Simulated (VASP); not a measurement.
A run of VASP 6.6.1 is set up as follows.

Contents of INCAR:

```
ALGO     = Normal         # electronic algorithm
EDIFF    = 1E-6           # SCF threshold, eV
ENCUT    = 520            # plane-wave cutoff, eV
ISIF     = 2              # what is computed and relaxed
ISMEAR   = -1             # smearing method
LASPH    = True           # aspherical terms in the spheres
LCHARG   = False          # write CHGCAR
LREAL    = False          # projectors in reciprocal space
LWAVE    = False          # write WAVECAR
NBANDS   = 29             # bands
NELM     = 80             # most SCF steps
PREC     = Accurate       # precision mode
SIGMA    = 0.1            # smearing width, eV
```

Contents of KPOINTS:

```
k-points
0
Gamma
  5 5 5
```

The input POSCAR:

```
RbBiO3
1.0
    4.1430552789      0.0000000000      0.0000000000
    0.0000000000      4.1430552789      0.0000000000
    0.0000000000      0.0000000000      4.1430552789
Rb Bi O
1 1 3
Direct
    0.0000000000      0.0000000000      0.0000000000
    0.5000000000      0.5000000000      0.5000000000
    0.5000000000      0.5000000000      0.0000000000
    0.5000000000      0.0000000000      0.5000000000
    0.0000000000      0.5000000000      0.5000000000
```

Potentials or basis: VASP PAW LDA potentials, release 64 (Rb_sv, Bi_d, O).

The run is started by

```bash
$ cat potpaw_LDA.64/Rb_sv/POTCAR potpaw_LDA.64/Bi_d/POTCAR potpaw_LDA.64/O/POTCAR > POTCAR
$ mpirun -np 1 vasp_std > vasp.out
```

(1) What does it give for the pressure?

(2) Estimate the band gap on the k mesh.

## Answers

(1) 5.5 GPa.

(2) zero (band 21 reaches 3.11 eV, above the bottom of band 22 at 2.45 eV).

Caveat: spin-orbit coupling is left out, which moves the levels of the heavy elements.
